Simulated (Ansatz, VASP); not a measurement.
**One calculation of Mo, two programs**

INCAR

```
AGGAC = 1.0
AGGAX = 1.0
ALDAC = 0.0
ALDAX = 1.0
ALGO = Normal
EDIFF = 1E-6
ENCUT = 520
GGA = B5
ISIF = 2
ISMEAR = -1
LASPH = True
LCHARG = False
LREAL = False
LWAVE = False
NBANDS = 13
NELM = 60
PREC = Accurate
SIGMA = 0.1
```

File KPOINTS:

```
k-points
0
Gamma
  23 23 23
```

The input POSCAR:

```
Mo
1.0
   -1.6227178529      1.6227178529      1.6227178529
    1.6227178529     -1.6227178529      1.6227178529
    1.6227178529      1.6227178529     -1.6227178529
Mo
1
Direct
    0.0000000000      0.0000000000      0.0000000000
```

Input for Ansatz:

```yaml
crystal:
  lattice:
    - [-1.622717853, 1.622717853, 1.622717853]
    - [1.622717853, -1.622717853, 1.622717853]
    - [1.622717853, 1.622717853, -1.622717853]
  atoms:
    - { symbol: Mo, position: [0.0, 0.0, 0.0] }
hamiltonian:
  xc: blyp
  pseudopotentials:
    kind: paw
    azcp:
      Mo: "pseudopotentials/Mo.paw.azcp"
basis:
  ecutwfc: 420
  fft_grid_basis: typed
kpoints:
  mp_grid: { grid: [23, 23, 23], shift: [0, 0, 0] }
magnetization:
  spin_polarized: false
scf:
  occupations: { method: fermi_dirac, width: 0.1 }
output:
  stress: true
```

Alike in both runs: task single point; functional BLYP; k mesh 23 × 23 × 23; occupations fermi-dirac, width 0.1 eV; no spin polarisation.

```csv
,VASP,Ansatz
version,VASP 6.6.1,Ansatz 0.2.0
potentials or method,"VASP PAW PBE potentials, release 64 (Mo_sv), cutoff 520 eV","plane waves (420 eV) with PAW, scalar-relativistic"
valence electrons in the cell,14,14
```

Ansatz gave:

* pressure (GPa): -8.7

Question: What did VASP give for the same quantities?

Answer: Pressure (GPa): -7.9.

VASP's potentials were made for PBE, not for BLYP. With one functional, cell and mesh, what is left measures potentials, basis and numerics.
